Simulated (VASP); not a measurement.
# KBr (Fm-3m) in VASP: notebook

Aim: see how the results for KBr move with the level of theory and the settings. Levels: RPBE, LDA, PBE, PBEsol. Tasks: equation of state, elastic constants, vibrations by perturbation theory.

Everything below comes from runs of VASP 6.6.1. Logs are shortened: lines on timing, memory, paths and dates and some standing lists are left out, and cuts for length are marked.

## 1. The cell of the first run

Symmetry: Fm-3m, No. 225, cubic system. Conventional cell: a = 6.600 Å, b = 6.600 Å, c = 6.600 Å, α = 90.00°, β = 90.00°, γ = 90.00°. Br (site symmetry m-3m) has 6 K at 3.30 Å within 4.3 Å. Within 4.3 Å of K (site symmetry m-3m) lie 6 Br at 3.30 Å.

## 2. Equation of state, RPBE

File POSCAR.step1:

```
KBr
1.0
    0.0000000000      3.1978719575      3.1978719575
    3.1978719575      0.0000000000      3.1978719575
    3.1978719575      3.1978719575      0.0000000000
Br K
1 1
Direct
    0.5000000000      0.5000000000      0.5000000000
    0.0000000000      0.0000000000      0.0000000000
```

File POSCAR.step2:

```
KBr
1.0
    0.0000000000      3.2326341588      3.2326341588
    3.2326341588      0.0000000000      3.2326341588
    3.2326341588      3.2326341588      0.0000000000
Br K
1 1
Direct
    0.5000000000      0.5000000000      0.5000000000
    0.0000000000      0.0000000000      0.0000000000
```

File POSCAR.step3:

```
KBr
1.0
    0.0000000000      3.2666643875      3.2666643875
    3.2666643875      0.0000000000      3.2666643875
    3.2666643875      3.2666643875      0.0000000000
Br K
1 1
Direct
    0.5000000000      0.5000000000      0.5000000000
    0.0000000000      0.0000000000      0.0000000000
```

File POSCAR.step4:

```
KBr
1.0
    0.0000000000      3.3000000000      3.3000000000
    3.3000000000      0.0000000000      3.3000000000
    3.3000000000      3.3000000000      0.0000000000
Br K
1 1
Direct
    0.5000000000      0.5000000000      0.5000000000
    0.0000000000      0.0000000000      0.0000000000
```

File POSCAR.step5:

```
KBr
1.0
    0.0000000000      3.3326753924      3.3326753924
    3.3326753924      0.0000000000      3.3326753924
    3.3326753924      3.3326753924      0.0000000000
Br K
1 1
Direct
    0.5000000000      0.5000000000      0.5000000000
    0.0000000000      0.0000000000      0.0000000000
```

File POSCAR.step6:

```
KBr
1.0
    0.0000000000      3.3647223140      3.3647223140
    3.3647223140      0.0000000000      3.3647223140
    3.3647223140      3.3647223140      0.0000000000
Br K
1 1
Direct
    0.5000000000      0.5000000000      0.5000000000
    0.0000000000      0.0000000000      0.0000000000
```

File POSCAR.step7:

```
KBr
1.0
    0.0000000000      3.3961701397      3.3961701397
    3.3961701397      0.0000000000      3.3961701397
    3.3961701397      3.3961701397      0.0000000000
Br K
1 1
Direct
    0.5000000000      0.5000000000      0.5000000000
    0.0000000000      0.0000000000      0.0000000000
```

File INCAR:

```
SYSTEM = KBr
GGA = RP
ISMEAR = 0
SIGMA = 0.03
LWAVE = .False.
LCHARG = .False.
ISIF = 2
NSW = 0
ENCUT = 450
PREC = Accurate
LASPH = .True.
LREAL = .False.
ALGO = Normal
EDIFF = 1E-7
NELM = 120
GGA_COMPAT = .False.
EFERMI = MIDGAP
```

File KPOINTS:

```
k-points
0
Gamma
  6 6 6
```

Potentials or basis: VASP PAW PBE potentials, release 64 (Br_GW, K_sv_GW).

Launch:

```console
cat potpaw_PBE.64/Br_GW/POTCAR potpaw_PBE.64/K_sv_GW/POTCAR > POTCAR
cp POSCAR.step1 POSCAR
mpirun -np 1 vasp_std > vasp.out
cp POSCAR.step2 POSCAR
mpirun -np 1 vasp_std > vasp.out
cp POSCAR.step3 POSCAR
mpirun -np 1 vasp_std > vasp.out
cp POSCAR.step4 POSCAR
mpirun -np 1 vasp_std > vasp.out
cp POSCAR.step5 POSCAR
mpirun -np 1 vasp_std > vasp.out
cp POSCAR.step6 POSCAR
mpirun -np 1 vasp_std > vasp.out
cp POSCAR.step7 POSCAR
mpirun -np 1 vasp_std > vasp.out
```

OUTCAR:

```text
SYSTEM = KBr
   GGA = RP
   ISMEAR = 0
   ISIF = 2
   NSW = 0
   ENCUT = 450
   PREC = Accurate
   LASPH = .True.
   LREAL = .False.
   EDIFF = 1E-7
   NELM = 120
   EFERMI = MIDGAP

 Found     16 irreducible k-points:

 Following reciprocal coordinates:
            Coordinates               Weight
  0.000000  0.000000  0.000000      1.000000
  0.166667  0.000000  0.000000      8.000000
  0.333333  0.000000  0.000000      8.000000
  0.500000  0.000000  0.000000      4.000000
  0.166667  0.166667  0.000000      6.000000
  0.333333  0.166667  0.000000     24.000000
   k-points           NKPTS =     16   k-points in BZ     NKDIM =     16   number of bands    NBANDS=     12
   number of dos      NEDOS =    301   number of ions     NIONS =      2
   total plane-waves  NPLWV =  46656
   dimension x,y,z NGX =    36 NGY =   36 NGZ =   36
   dimension x,y,z NGXF=    72 NGYF=   72 NGZF=   72
   ions per type =               1   1
   NGX,Y,Z   is equivalent  to a cutoff of  12.46, 12.46, 12.46 a.u.
   NGXF,Y,Z  is equivalent  to a cutoff of  24.92, 24.92, 24.92 a.u.
 SYSTEM =  KBr
   PREC   = accura    normal or accurate (medium, high low for compatibility)
   ISTART =      0    job   : 0-new  1-cont  2-samecut
   ICHARG =      2    charge: 1-file 2-atom 10-const
   ISPIN  =      1    spin polarized calculation?
   LNONCOLLINEAR =      F non collinear calculations
   LSORBIT =      F    spin-orbit coupling
   LASPH  =      T    aspherical Exc in radial PAW
   ENCUT  =  450.0 eV  33.07 Ry    5.75 a.u.   8.31  8.31  8.31*2*pi/ulx,y,z
   NELM   =    120;   NELMIN=  2; NELMDL=  0     # of ELM steps
   EDIFF  = 0.1E-06   stopping-criterion for ELM
   LREAL  =      F    real-space projection
   EDIFFG = 0.1E-05   stopping-criterion for IOM
   NSW    =      0    number of steps for IOM
   IBRION =     -1    ionic relax: 0-MD 1-quasi-New 2-CG
   NFREE  =      0    steps in history (QN), initial steepest desc. (CG)
   ISIF   =      2    stress and relaxation
   ISYM   =      2    0-nonsym 1-usesym 2-fastsym
   POTIM  = 0.5000    time-step for ionic-motion
   TEBEG  =    0.0;   TEEND  =   0.0 temperature during run

   SCALEE = 1.0000    scale energy and forces
   PSTRESS=    0.0 pullay stress
   NELECT =      16.0000    total number of electrons
   NUPDOWN=      -1.0000    fix difference up-down
   EMIN   =  10.00;   EMAX   =-10.00  energy-range for DOS
   EFERMI =   0.00;   METHOD = MIDGAP
   ISMEAR =     0;   SIGMA  =   0.03  broadening in eV -4-tet -1-fermi 0-gaus
   EFERMI_NEDOS =   21; number of points for ismear=-14 and -15
   IALGO  =     38    algorithm
   IMIX   =      4    mixing-type and parameters
     AMIX     =   0.40;   BMIX     =  1.00
     AMIX_MAG =   1.60;   BMIX_MAG =  1.00
  volume/ion in A,a.u.               =      39.17       264.34
  Fermi-wavevector in a.u.,A,eV,Ry     =   0.964085  1.821857 12.646073  0.929460
  Thomas-Fermi vector in A             =   2.093686
   LORBIT       =      0    0 simple, 1 ext, 2 COOP (PROOUT), +10 PAW based schemes
   GGA     = RP    functional components
   LHFCALC =     F    Hartree Fock is set to
   AEXX    =    0.0000 exact exchange contribution
   IVDW    =     0    specifies the selected vdW correction
   LEPSILON=     F    determine dielectric tensor
   LRPA    =     F    only Hartree local field effects (RPA)

   CSHIFT  =0.1000    complex shift for real part using Kramers Kronig

   OMEGAMAX=  -1.0    maximum frequency
 non-spin polarized calculation
 Gauss-broadening in eV      SIGMA  =   0.03
  energy-cutoff  :      450.00
  volume of cell :       78.34
 maximum number of plane-waves:      1724
 NGX is ok and might be reduce to    36
   NGX = 17   NGY = 17   NGZ = 17

 number of electron      16.0000002 magnetization

 Free energy of the ion-electron system (eV)
  ---------------------------------------------------
  ext. energy  EPLUGINS =         0.00000000
  ---------------------------------------------------
  free energy    TOTEN  =        -8.37159036 eV

  energy without entropy =       -8.37159036  energy(sigma->0) =       -8.37159036

 E-fermi :   1.3871     XC(G=0):  -6.6876

 val. band max:       -0.8789518420   @ k =   0.0000   0.0000   0.0000
 cond. band min:       3.6531406240   @ k =   0.0000   0.0000   0.0000
 fundamental gap:      4.5320924660
 Fermi energy:         1.3870943910

 k-point     1 :       0.0000    0.0000    0.0000
  band No.  band energies     occupation
      1     -28.9663      2.00000
      2     -13.0302      2.00000
      3     -12.3916      2.00000
      4     -12.3916      2.00000
      5     -12.3916      2.00000
      6      -0.8790      2.00000
      7      -0.8790      2.00000
      8      -0.8790      2.00000
      9       3.6531      0.00000
     10       6.8742      0.00000
     11       6.8742      0.00000
     12       6.8742      0.00000

 k-point     2 :       0.1667    0.0000    0.0000
  band No.  band energies     occupation
      1     -28.9655      2.00000
      2     -13.0866      2.00000
      3     -12.3927      2.00000
      4     -12.3927      2.00000
      5     -12.3222      2.00000
      6      -1.1712      2.00000
      7      -0.9469      2.00000
      8      -0.9469      2.00000
      9       4.2394      0.00000
     10       6.7462      0.00000
     11       7.1660      0.00000
     12       7.1660      0.00000

 k-point     3 :       0.3333    0.0000    0.0000
  band No.  band energies     occupation
      1     -28.9639      2.00000
      2     -13.1761      2.00000
      3     -12.3947      2.00000
      4     -12.3947      2.00000
      5     -12.2060      2.00000
      6      -1.6436      2.00000
      7      -1.0761      2.00000
      8      -1.0761      2.00000
      9       5.3416      0.00000
     10       6.8805      0.00000
     11       7.9423      0.00000
     12       7.9423      0.00000

 k-point     4 :       0.5000    0.0000    0.0000
  band No.  band energies     occupation
      1     -28.9631      2.00000
      2     -13.2138      2.00000
      3     -12.3957      2.00000
      4     -12.3957      2.00000
      5     -12.1550      2.00000
      6      -1.8446      2.00000
      7      -1.1377      2.00000
      8      -1.1377      2.00000
      9       5.8088      0.00000
     10       7.2738      0.00000
     11       8.7612      0.00000
     12       8.7615      0.00000

 k-point     5 :       0.1667    0.1667    0.0000
  band No.  band energies     occupation
      1     -28.9653      2.00000
      2     -13.0827      2.00000
      3     -12.3976      2.00000
      4     -12.3976      2.00000
      5     -12.3183      2.00000
      6      -1.2371      2.00000
      7      -0.9509      2.00000
      8      -0.9509      2.00000
      9       4.3729      0.00000
     10       6.3272      0.00000
     11       7.4765      0.00000
     12       7.4765      0.00000

 k-point     6 :       0.3333    0.1667    0.0000
  band No.  band energies     occupation
      1     -28.9639      2.00000
      2     -13.1242      2.00000
      3     -12.4015      2.00000
      4     -12.4004      2.00000
      5     -12.2627      2.00000
      6      -1.5253      2.00000
      7      -1.0834      2.00000
      8      -1.0464      2.00000
      9       5.2770      0.00000
     10       6.2108      0.00000
     11       8.0848      0.00000
     12       8.1175      0.00000

 [... further k-points ...]
[... 5 lines left out ...]
  --------------------------------------------------------------------------------------
  -------------------------------------------------------------------------------------
  Total        0.2859300      0.2859300      0.2859300      0.0000000      0.0000000      0.0000000
  in kB        5.8475239      5.8475239      5.8475239      0.0000000      0.0000000      0.0000000
  external PRESSURE =       5.8475239 kB  Pullay stress =       0.0000000 kB

 VOLUME and BASIS-vectors are now :
 -----------------------------------------------------------------------------
  energy-cutoff  :      450.00
  volume of cell :       78.34
      direct lattice vectors                 reciprocal lattice vectors
     0.000000000  3.396170140  3.396170140    -0.147224662  0.147224662  0.147224662
     3.396170140  0.000000000  3.396170140     0.147224662 -0.147224662  0.147224662
     3.396170140  3.396170140  0.000000000     0.147224662  0.147224662 -0.147224662

 POSITION                                       TOTAL-FORCE (eV/Angst)
 -----------------------------------------------------------------------------------
      3.39617      3.39617      3.39617         0.000000      0.000000      0.000000
      0.00000      0.00000      0.00000        -0.000000     -0.000000     -0.000000
 -----------------------------------------------------------------------------------
    total drift:                                0.000000      0.000000      0.000000

  FREE ENERGIE OF THE ION-ELECTRON SYSTEM (eV)
  ---------------------------------------------------
  free  energy   TOTEN  =        -8.3715903584 eV

  energy  without entropy=       -8.3715903584  energy(sigma->0) =       -8.37159036
```

It took 2.1 min on 1 thread of Intel Xeon Platinum 8175M at 2.50GHz (Skylake/Cascade Lake), shared host; peak memory 0.2 GiB.

What came out:

| Quantity | Value |
| --- | --- |
| Equilibrium volume | 41.46 Å³/atom (rough: see the caveat) |
| Bulk modulus | 10.5 GPa (rough) |

Energy against volume, from the lowest point:
| volume (Å³/atom) | energy (meV/atom) |
| --- | --- |
| 32.703 | 90.01 |
| 33.781 | 63.86 |
| 34.859 | 43.13 |
| 35.937 | 26.95 |
| 37.015 | 14.74 |
| 38.093 | 5.90 |
| 39.171 | 0.00 |

Caveat: the minimum lies outside the volumes run; the PAW data sets were made with another functional, which shifts forces and pressure a little.

## 3. Elastic constants, LDA

File INCAR:

```
ALGO = Normal ; EDIFF = 1E-8
ENCUT = 600 ; GGA = CA
IBRION = 6 ; ISIF = 3
ISMEAR = -1 ; LASPH = T
LCHARG = F ; LREAL = F
LWAVE = F ; NBANDS = 15
NELM = 80 ; NFREE = 2
NSW = 1 ; POTIM = 0.015
PREC = Accurate ; SIGMA = 0.05
```

File KPOINTS:

```
k-points
0
Gamma
  5 5 5
```

File POSCAR:

```
KBr
1.0
    0.0000000000      3.3000000000      3.3000000000
    3.3000000000      0.0000000000      3.3000000000
    3.3000000000      3.3000000000      0.0000000000
Br K
1 1
Direct
    0.5000000000      0.5000000000      0.5000000000
    0.0000000000      0.0000000000      0.0000000000
```

Potentials or basis: VASP PAW LDA potentials, release 64 (Br, K_sv).

Launch:

```console
cat potpaw_LDA.64/Br/POTCAR potpaw_LDA.64/K_sv/POTCAR > POTCAR
mpirun -np 1 vasp_std > vasp.out
```

OUTCAR:

```text
EDIFF = 1E-8
   ENCUT = 600
   GGA = CA
   IBRION = 6
   ISIF = 3
   ISMEAR = -1
   LASPH = T
   LREAL = F
   NELM = 80
   NFREE = 2
   NSW = 1
   POTIM = 0.015
   PREC = Accurate

 ion  position               nearest neighbor table
   1  0.500  0.500  0.500-   2 3.30   2 3.30   2 3.30   2 3.30   2 3.30   2 3.30
   2  0.000  0.000  0.000-   1 3.30   1 3.30   1 3.30   1 3.30   1 3.30   1 3.30

  LATTYP: Found a face centered cubic cell.
 ALAT       =     6.6000000000

  Lattice vectors:

 A1 = (   0.0000000000,   3.3000000000,   3.3000000000)
 A2 = (   3.3000000000,   0.0000000000,   3.3000000000)
 A3 = (   3.3000000000,   3.3000000000,   0.0000000000)

[... 729 lines left out ...]
          X           Y           Z          XY          YZ          ZX
  --------------------------------------------------------------------------------
  x     0.00000     0.00000     0.00000     0.00000     0.00000     0.00000
  y     0.00000     0.00000     0.00000     0.00000     0.00000     0.00000
  z     0.00000     0.00000     0.00000     0.00000     0.00000     0.00000

 INTERNAL STRAIN TENSOR FOR ION    2 for displacements in x,y,z  (eV/Angst):
          X           Y           Z          XY          YZ          ZX
  --------------------------------------------------------------------------------
  x     0.00000     0.00000     0.00000     0.00000     0.00000     0.00000
  y     0.00000     0.00000     0.00000     0.00000     0.00000     0.00000
  z     0.00000     0.00000     0.00000     0.00000     0.00000     0.00000

 Eigenvectors and eigenvalues of the dynamical matrix
 ----------------------------------------------------

   1 f  =    3.025766 THz    19.011451 2PiTHz  100.928704 cm-1    12.513559 meV
             X         Y         Z           dx          dy          dz
      3.300000  3.300000  3.300000    -0.573077   -0.000000   -0.000000
      0.000000  0.000000  0.000000     0.819501    0.000000   -0.000000
[... 21 lines left out ...]
   6 f/i=    0.000423 THz     0.002659 2PiTHz    0.014119 cm-1     0.001750 meV
             X         Y         Z           dx          dy          dz
      3.300000  3.300000  3.300000    -0.001265    0.153979   -0.804904
      0.000000  0.000000  0.000000    -0.000885    0.107678   -0.562870

--------------------------------------------------------------------------------------------------------

 ELASTIC MODULI CONTR FROM IONIC RELAXATION (kBar)
 Direction    XX          YY          ZZ          XY          YZ          ZX
 --------------------------------------------------------------------------------
 XX           0.0000      0.0000      0.0000      0.0000      0.0000      0.0000
 YY           0.0000      0.0000      0.0000      0.0000      0.0000      0.0000
 ZZ           0.0000      0.0000      0.0000      0.0000      0.0000      0.0000
 XY           0.0000      0.0000      0.0000      0.0000      0.0000      0.0000
 YZ           0.0000      0.0000      0.0000      0.0000      0.0000      0.0000
 ZX           0.0000      0.0000      0.0000      0.0000      0.0000      0.0000
 --------------------------------------------------------------------------------

 TOTAL ELASTIC MODULI (kBar)
 Direction    XX          YY          ZZ          XY          YZ          ZX
 --------------------------------------------------------------------------------
 XX         302.4613     49.8992     49.8992      0.0000      0.0000      0.0000
 YY          49.8992    302.4613     49.8992      0.0000     -0.0000     -0.0000
 ZZ          49.8992     49.8992    302.4613      0.0000      0.0000      0.0000
 XY           0.0000      0.0000      0.0000     57.0514      0.0000     -0.0000
 YZ           0.0000     -0.0000      0.0000      0.0000     57.0514      0.0000
 ZX           0.0000     -0.0000      0.0000     -0.0000      0.0000     57.0514
 --------------------------------------------------------------------------------
```

OSZICAR:

```text
N       E                     dE             d eps       ncg     rms          rms(c)
DAV:   1     0.111964900260E+03    0.11196E+03   -0.72262E+03   300   0.105E+03
DAV:   2     0.340141181910E+00   -0.11162E+03   -0.10195E+03   384   0.259E+02
DAV:   3    -0.670022809153E+01   -0.70404E+01   -0.69972E+01   405   0.543E+01
[... 200 lines left out ...]
DAV:   4    -0.679728236843E+01    0.67175E-05   -0.25841E-05   736   0.461E-02    0.917E-03
DAV:   5    -0.679728297514E+01   -0.60671E-06   -0.46859E-06   673   0.168E-02    0.416E-03
DAV:   6    -0.679728285843E+01    0.11671E-06   -0.43906E-07   736   0.595E-03    0.162E-03
DAV:   7    -0.679728284487E+01    0.13560E-07   -0.12284E-07   708   0.317E-03    0.381E-04
DAV:   8    -0.679728284579E+01   -0.92359E-09   -0.18994E-08   603   0.100E-03
  17 F= -.67972828E+01 E0= -.67972828E+01  d E =-.836999E-10
```

Run time: 7.5 min. Hardware: 1 thread of Intel Xeon 8259CL, shared host; peak memory 0.26 GiB.

What came out:

| Property | Result |
| --- | --- |
| Elastic constants C11, C12, C44 | 30, 5, 6 GPa |
| Voigt bulk modulus | 13 GPa |
| Highest phonon frequency at Γ, LO-TO splitting left out | 101 cm⁻¹ |

Phonon frequencies in cm⁻¹ (negative: imaginary):
| q point | frequencies |
| --- | --- |
| (0.000, 0.000, 0.000) | 0 0 0 101 101 101 |

Elastic tensor in Voigt notation (GPa, in the Cartesian axes of the cell as first typed):
```
30  5  5  0  0  0
 5 30  5  0  0  0
 5  5 30  0  0  0
 0  0  0  6  0  0
 0  0  0  0  6  0
 0  0  0  0  0  6
```

Clamped-ion elastic tensor (GPa):
```
30  5  5  0  0  0
 5 30  5  0  0  0
 5  5 30  0  0  0
 0  0  0  6  0  0
 0  0  0  0  6  0
 0  0  0  0  0  6
```

Caveat: the cell is under stress, which shifts elastic constants.

(Continued in part 2 of 2.)
